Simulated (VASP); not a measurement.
Wanted: the native input for a VASP 6.6.1 run.

| Item | Value |
| --- | --- |
| Task | single point |
| Functional | BLYP |
| Potentials or basis | VASP PAW PBE potentials, release 64 (Ga_d) |
| Cutoff | 520 eV |
| k mesh | 13 × 13 × 7 |
| Occupations | fermi-dirac, width 0.1 eV |
| Spin | no spin polarisation |
| Dipole correction | no |
| Further INCAR settings | ALGO = Normal; EDIFF = 1e-07; NBANDS = 20 |

The structure of Ga lies in POSCAR:

```
Ga
1.0
    3.3271864908      0.0000000000      0.0000000000
   -1.6635932454      2.8814280242      0.0000000000
    0.0000000000      0.0000000000      5.1344465978
Ga
2
Direct
    0.3333333333      0.6666666667      0.2500000000
    0.6666666667      0.3333333333      0.7500000000
```

This cell differs from its parent crystal: volume scaled by 1.12.

One way to write it, as run:

INCAR

```
SYSTEM = Ga
PREC = Accurate ; ENCUT = 520
EDIFF = 1E-7 ; ISMEAR = -1
SIGMA = 0.1 ; LREAL = .FALSE.
LASPH = .TRUE. ; NELM = 60
ALGO = Normal ; ISIF = 2
LWAVE = .FALSE. ; LCHARG = .FALSE.
GGA = B5 ; ALDAX = 1.0
AGGAX = 1.0 ; AGGAC = 1.0
ALDAC = 0.0 ; NBANDS = 20
```

KPOINTS

```
regular mesh
0
G
  13 13 7
  0 0 0
```

Potentials or basis: VASP PAW PBE potentials, release 64 (Ga_d).

The run is started by

```bash
$ cat potpaw_PBE.64/Ga_d/POTCAR > POTCAR
$ mpirun -np 1 vasp_std > vasp.out
```

It gave:

| Item | Value |
| --- | --- |
| Pressure | -2.5 GPa |
| Band gap on the k mesh | zero (band 13 reaches 6.53 eV, above the bottom of band 14 at 2.08 eV) |

Caveat: the PAW data sets were made with another functional, which shifts forces and pressure a little.

Run time: 50 s on 1 thread of Intel(R) Xeon(R) 6975P-C (Granite Rapids), on a shared host, peak memory 0.2 GiB.
